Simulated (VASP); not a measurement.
# YLu2F3 (Cmmm) in VASP: single point with PBE

Aim: the single point of YLu2F3 with PBE.

Everything below comes from runs of VASP 6.6.1. Logs are shortened: lines on timing, memory, paths and dates and some standing lists are left out, and cuts for length are marked.

## Step 1: The cell of the first run

The structure is orthorhombic, space group Cmmm (No. 65). The conventional cell has a = 6.187 Å, b = 9.435 Å, c = 3.080 Å, α = 90.00°, β = 90.00°, γ = 90.00°. Within 3.5 Å of Y (site symmetry mmm) lie 2 Lu at 2.68 Å and 2 Y at 3.08 Å and 10 F at 3.09 to 3.21 Å. Within 2.7 Å of Lu (site symmetry m2m) lie 5 F at 2.03 to 2.21 Å and 1 Y at 2.68 Å. F (site symmetry mmm) has 2 Lu at 2.03 Å within 2.7 Å. F (site symmetry 2/m) has 4 Lu at 2.21 Å within 2.9 Å.

## Step 2: Single point, PBE

File INCAR:

```
ALGO = Normal
EDIFF = 1E-7
ENCUT = 520
GGA = PE
ISIF = 2
ISMEAR = 0
LASPH = True
LCHARG = False
LREAL = False
LWAVE = False
NBANDS = 50
NELM = 80
PREC = Accurate
SIGMA = 0.1
```

File KPOINTS:

```
k-points
0
Gamma
  4 4 6
```

File POSCAR:

```
YLu2F3
1.0
    3.0937449400     -4.7177239600      0.0000000000
    3.0937449400      4.7177239600      0.0000000000
    0.0000000000      0.0000000000      3.0795038700
Y Lu F
1 2 3
Direct
    0.5000000000      0.5000000000      0.0000000000
    0.2156325000      0.7843675000      0.0000000000
    0.7843675000      0.2156325000      0.0000000000
    0.0000000000      0.0000000000      0.0000000000
    0.5000000000      0.0000000000      0.5000000000
    0.0000000000      0.5000000000      0.5000000000
```

Potentials or basis: VASP PAW PBE potentials, release 64 (Y_sv, Lu, F).

Command:

```sh
cat potpaw_PBE.64/Y_sv/POTCAR potpaw_PBE.64/Lu/POTCAR potpaw_PBE.64/F/POTCAR > POTCAR
mpirun -np 1 vasp_std > vasp.out
```

OUTCAR:

```text
EDIFF = 1E-7
   ENCUT = 520
   GGA = PE
   ISIF = 2
   ISMEAR = 0
   LASPH = True
   LREAL = False
   NELM = 80
   PREC = Accurate

 ion  position               nearest neighbor table
   1  0.500  0.500  0.000-   2 2.68   3 2.68   4 3.09   4 3.09   2 3.70   2 3.70   3 3.70   3 3.70

   2  0.216  0.784  0.000-   4 2.03   5 2.21   6 2.21   5 2.21   6 2.21   1 2.68   3 3.16   3 3.16
                             1 3.70   1 3.70
   3  0.784  0.216  0.000-   4 2.03   5 2.21   6 2.21   5 2.21   6 2.21   1 2.68   2 3.16   2 3.16
                             1 3.70   1 3.70
   4  0.000  0.000  0.000-   2 2.03   3 2.03   1 3.09   1 3.09
   5  0.500  0.000  0.500-   2 2.21   3 2.21   2 2.21   3 2.21
   6  0.000  0.500  0.500-   2 2.21   3 2.21   2 2.21   3 2.21

  LATTYP: Found a base centered orthorhombic cell.
 ALAT       =     6.1874898800
 B/A-ratio  =     1.5249233701
 C/A-ratio  =     0.4976984092

  Lattice vectors:

 A1 = (   3.0937449400,  -4.7177239600,   0.0000000000)
 A2 = (   3.0937449400,   4.7177239600,   0.0000000000)
 A3 = (   0.0000000000,   0.0000000000,   3.0795038700)

Analysis of symmetry for initial positions (statically):
=====================================================================
 Subroutine PRICEL returns:
 Original cell was already a primitive cell.

 Routine SETGRP: Setting up the symmetry group for a
 base centered orthorhombic supercell.

 Subroutine GETGRP returns: Found  8 space group operations
 (whereof  8 operations were pure point group operations)
 out of a pool of  8 trial point group operations.

The static configuration has the point symmetry D_2h.

Analysis of symmetry for dynamics (positions and initial velocities):
=====================================================================
 Subroutine PRICEL returns:
 Original cell was already a primitive cell.

 Routine SETGRP: Setting up the symmetry group for a
 base centered orthorhombic supercell.

 Subroutine GETGRP returns: Found  8 space group operations
 (whereof  8 operations were pure point group operations)
 out of a pool of  8 trial point group operations.

The dynamic configuration has the point symmetry D_2h.

 Subroutine INISYM returns: Found  8 space group operations
 (whereof  8 operations are pure point group operations),
 and found     1 'primitive' translations

----------------------------------------------------------------------------------------

                                     Primitive cell

  volume of cell :      89.8934

  direct lattice vectors                    reciprocal lattice vectors
     3.093744940 -4.717723960  0.000000000     0.161616426 -0.105983310  0.000000000
     3.093744940  4.717723960  0.000000000     0.161616426  0.105983310  0.000000000
     0.000000000  0.000000000  3.079503870     0.000000000  0.000000000  0.324727632

  length of vectors
     5.641646667  5.641646667  3.079503870     0.193267512  0.193267512  0.324727632

  position of ions in fractional coordinates (direct lattice)
     0.500000000  0.500000000  0.000000000
     0.215632500  0.784367500  0.000000000
     0.784367500  0.215632500  0.000000000
     0.000000000  0.000000000  0.000000000
     0.500000000  0.000000000  0.500000000
     0.000000000  0.500000000  0.500000000

  ion indices of the primitive-cell ions
   primitive index   ion index
                 1           1
                 2           2
                 3           3
                 4           4
                 5           5
                 6           6

----------------------------------------------------------------------------------------

 KPOINTS: k-points

Automatic generation of k-mesh.
 Grid dimensions read from file:
 generate k-points for:    4    4    6

 Generating k-lattice:

  Cartesian coordinates                     Fractional coordinates (reciprocal lattice)
     0.040404106 -0.026495827  0.000000000     0.250000000  0.000000000  0.000000000
     0.040404106  0.026495827  0.000000000     0.000000000  0.250000000  0.000000000
     0.000000000  0.000000000  0.054121272     0.000000000  0.000000000  0.166666667

  Length of vectors
     0.048316878  0.048316878  0.054121272

  Shift w.r.t. Gamma in fractional coordinates (k-lattice)
     0.000000000  0.000000000  0.000000000

 Subroutine IBZKPT returns following result:
 ===========================================

 Found     28 irreducible k-points:

 Following reciprocal coordinates:
            Coordinates               Weight
  0.000000  0.000000  0.000000      1.000000
  0.250000  0.000000  0.000000      4.000000
  0.500000  0.000000  0.000000      2.000000
  0.250000  0.250000  0.000000      2.000000
  0.500000  0.250000  0.000000      4.000000
 -0.250000  0.250000  0.000000      2.000000
[... 16 lines left out ...]
  0.250000  0.000000  0.500000      4.000000
  0.500000  0.000000  0.500000      2.000000
 [... further k-points ...]
   k-points           NKPTS =     28   k-points in BZ     NKDIM =     28   number of bands    NBANDS=     50
   number of dos      NEDOS =    301   number of ions     NIONS =      6
   total plane-waves  NPLWV =  42336
   dimension x,y,z NGX =    42 NGY =   42 NGZ =   24
   dimension x,y,z NGXF=    84 NGYF=   84 NGZF=   48
   ions per type =               1   2   3
   NGX,Y,Z   is equivalent  to a cutoff of  12.38, 12.38, 12.96 a.u.
   NGXF,Y,Z  is equivalent  to a cutoff of  24.75, 24.75, 25.91 a.u.
 SYSTEM =  unknown system
   PREC   = accura    normal or accurate (medium, high low for compatibility)
   ISTART =      0    job   : 0-new  1-cont  2-samecut
   ICHARG =      2    charge: 1-file 2-atom 10-const
   ISPIN  =      1    spin polarized calculation?
   LNONCOLLINEAR =      F non collinear calculations
   LSORBIT =      F    spin-orbit coupling
   LASPH  =      T    aspherical Exc in radial PAW
   ENCUT  =  520.0 eV  38.22 Ry    6.18 a.u.  10.49 10.49  5.73*2*pi/ulx,y,z
   NELM   =     80;   NELMIN=  2; NELMDL= -5     # of ELM steps
   EDIFF  = 0.1E-06   stopping-criterion for ELM
   LREAL  =      F    real-space projection
   EDIFFG = 0.1E-05   stopping-criterion for IOM
   NSW    =      0    number of steps for IOM
   IBRION =     -1    ionic relax: 0-MD 1-quasi-New 2-CG
   NFREE  =      0    steps in history (QN), initial steepest desc. (CG)
   ISIF   =      2    stress and relaxation
   ISYM   =      2    0-nonsym 1-usesym 2-fastsym
   POTIM  = 0.5000    time-step for ionic-motion
   TEBEG  =    0.0;   TEEND  =   0.0 temperature during run
   PSTRESS=    0.0 pullay stress
   NELECT =      82.0000    total number of electrons
   NUPDOWN=      -1.0000    fix difference up-down
   EMIN   =  10.00;   EMAX   =-10.00  energy-range for DOS
   EFERMI =   0.00;   METHOD = LEGACY
   ISMEAR =     0;   SIGMA  =   0.10  broadening in eV -4-tet -1-fermi 0-gaus
   EFERMI_NEDOS =   21; number of points for ismear=-14 and -15
   IALGO  =     38    algorithm
   IMIX   =      4    mixing-type and parameters
     AMIX     =   0.40;   BMIX     =  1.00
     AMIX_MAG =   1.60;   BMIX_MAG =  1.00
  volume/ion in A,a.u.               =      14.98       101.11
  Fermi-wavevector in a.u.,A,eV,Ry     =   1.587706  3.000330 34.297723  2.520812
  Thomas-Fermi vector in A             =   2.686823
   LORBIT       =      0    0 simple, 1 ext, 2 COOP (PROOUT), +10 PAW based schemes
   GGA     = PE    functional components
   LHFCALC =     F    Hartree Fock is set to
   AEXX    =    0.0000 exact exchange contribution
   IVDW    =     0    specifies the selected vdW correction
   LEPSILON=     F    determine dielectric tensor
   LRPA    =     F    only Hartree local field effects (RPA)
 non-spin polarized calculation
 Gauss-broadening in eV      SIGMA  =   0.10
  energy-cutoff  :      520.00
  volume of cell :       89.89
 maximum number of plane-waves:      2444
 NGX is ok and might be reduce to    42
   NGX = 21   NGY = 21   NGZ = 11

 number of electron      81.9999996 magnetization

 Free energy of the ion-electron system (eV)
  ---------------------------------------------------
  ext. energy  EPLUGINS =         0.00000000
  ---------------------------------------------------
  free energy    TOTEN  =       -27.46578377 eV

  energy without entropy =      -27.43697792  energy(sigma->0) =      -27.45138085

 E-fermi :   5.4867     XC(G=0): -11.3599

 val. band max:        5.4843251079   @ k =   0.5000   0.5000   0.1667
 cond. band min:       5.5107546123   @ k =   0.5000   0.2500   0.1667
 fundamental gap:      0.0264295044
 Fermi energy:         5.4866892479

 k-point     1 :       0.0000    0.0000    0.0000
  band No.  band energies     occupation
      1     -51.7133      2.00000
      2     -51.6709      2.00000
      3     -37.0012      2.00000
      4     -24.6637      2.00000
      5     -23.9888      2.00000
      6     -22.8841      2.00000
[... 42 lines left out ...]
     49       8.9610      0.00000
     50       9.9343      0.00000

 k-point     2 :       0.2500    0.0000    0.0000
  band No.  band energies     occupation
      1     -51.7071      2.00000
      2     -51.6771      2.00000
      3     -37.0014      2.00000
      4     -24.5124      2.00000
      5     -24.0274      2.00000
      6     -23.2995      2.00000
[... 42 lines left out ...]
     49       9.0994      0.00000
     50       9.7353      0.00000

 k-point     3 :       0.5000    0.0000    0.0000
  band No.  band energies     occupation
      1     -51.6930      2.00000
      2     -51.6913      2.00000
      3     -37.0017      2.00000
      4     -24.2068      2.00000
      5     -24.0748      2.00000
      6     -23.8137      2.00000
[... 42 lines left out ...]
     49       9.3378      0.00000
     50       9.9033      0.00000

 k-point     4 :       0.2500    0.2500    0.0000
  band No.  band energies     occupation
      1     -51.6932      2.00000
      2     -51.6911      2.00000
      3     -37.0017      2.00000
      4     -24.1755      2.00000
      5     -24.0824      2.00000
      6     -23.7943      2.00000
[... 999 lines left out ...]
 k-point    23 :       0.2500    0.0000    0.5000
  band No.  band energies     occupation
      1     -51.6541      2.00000
      2     -51.6270      2.00000
      3     -36.8720      2.00000
      4     -24.6304      2.00000
      5     -23.8404      2.00000
      6     -23.6580      2.00000
[... 42 lines left out ...]
     49       9.8030      0.00000
     50      10.0343      0.00000

 k-point    24 :       0.5000    0.0000    0.5000
  band No.  band energies     occupation
      1     -51.6414      2.00000
      2     -51.6397      2.00000
      3     -36.8722      2.00000
      4     -24.2504      2.00000
      5     -24.2487      2.00000
      6     -23.8704      2.00000
[... 42 lines left out ...]
     49      10.2035      0.00000
     50      10.5548      0.00000

 [... further k-points ...]
[... 5 lines left out ...]
  --------------------------------------------------------------------------------------
  -------------------------------------------------------------------------------------
  Total       13.6123166     26.8691094     18.5199355      0.0000000      0.0000000      0.0000000
  in kB      242.6134318    478.8903350    330.0823259      0.0000000      0.0000000      0.0000000
  external PRESSURE =     350.5286975 kB  Pullay stress =       0.0000000 kB

 VOLUME and BASIS-vectors are now :
 -----------------------------------------------------------------------------
  energy-cutoff  :      520.00
  volume of cell :       89.89
      direct lattice vectors                 reciprocal lattice vectors
     3.093744940 -4.717723960  0.000000000     0.161616426 -0.105983310  0.000000000
     3.093744940  4.717723960  0.000000000     0.161616426  0.105983310  0.000000000
     0.000000000  0.000000000  3.079503870     0.000000000  0.000000000  0.324727632

 POSITION                                       TOTAL-FORCE (eV/Angst)
 -----------------------------------------------------------------------------------
      3.09374      0.00000      0.00000         0.000000     -0.000000      0.000000
      3.09374      2.68313      0.00000         0.000000     -0.534419     -0.000000
      3.09374     -2.68313      0.00000         0.000000      0.534419      0.000000
      0.00000      0.00000      0.00000         0.000000      0.000000      0.000000
      1.54687     -2.35886      1.53975         0.000000     -0.000000      0.000000
      1.54687      2.35886      1.53975         0.000000     -0.000000      0.000000
 -----------------------------------------------------------------------------------
    total drift:                               -0.000000     -0.000000     -0.000000

  FREE ENERGIE OF THE ION-ELECTRON SYSTEM (eV)
  ---------------------------------------------------
  free  energy   TOTEN  =       -27.4657837748 eV

  energy  without entropy=      -27.4369779200  energy(sigma->0) =      -27.45138085
```

Run time: 2.8 min. Hardware: 1 thread of Intel Xeon 6975P-C (Granite Rapids), shared host; peak memory 0.28 GiB.

What came out:

```
Free energy            : -27.4658 eV
Pressure               : 35.1 GPa
Largest force          : 0.534 eV/Å
Band gap on the k mesh : zero (band 41 reaches 6.06 eV, above the bottom of band 42 at 5.10 eV)
```

Forces in eV/Å, atoms in the order of the input:
```
Y    0.000  0.000  0.000
Lu   0.000 -0.534  0.000
Lu   0.000  0.534  0.000
F    0.000  0.000  0.000
F    0.000  0.000  0.000
F    0.000  0.000  0.000
```

Levels at points of the mesh, in eV from the Fermi level:
| k point | band 39 | band 40 | band 41 | band 42 | band 43 | band 44 |
| --- | --- | --- | --- | --- | --- | --- |
| (0.00, 0.00, 0.00) | -3.27 | -2.03 | -0.29 | 0.11 | 0.14 | 1.41 |
| (0.50, 0.00, 0.00) | -1.89 | -0.80 | -0.31 | -0.12 | 0.17 | 0.41 |
| (0.50, 0.50, 0.00) | -1.74 | -1.53 | -0.50 | -0.39 | -0.24 | 0.32 |
| (0.00, 0.00, 0.50) | -0.72 | -0.35 | 0.13 | 0.49 | 0.79 | 1.49 |
| (0.50, 0.00, 0.50) | -1.12 | -0.25 | -0.04 | 0.45 | 0.77 | 1.08 |
| (0.50, 0.50, 0.50) | -1.84 | -1.33 | -0.52 | -0.16 | 1.36 | 1.51 |

Caveat: spin-orbit coupling is left out, which moves the levels of the heavy elements.
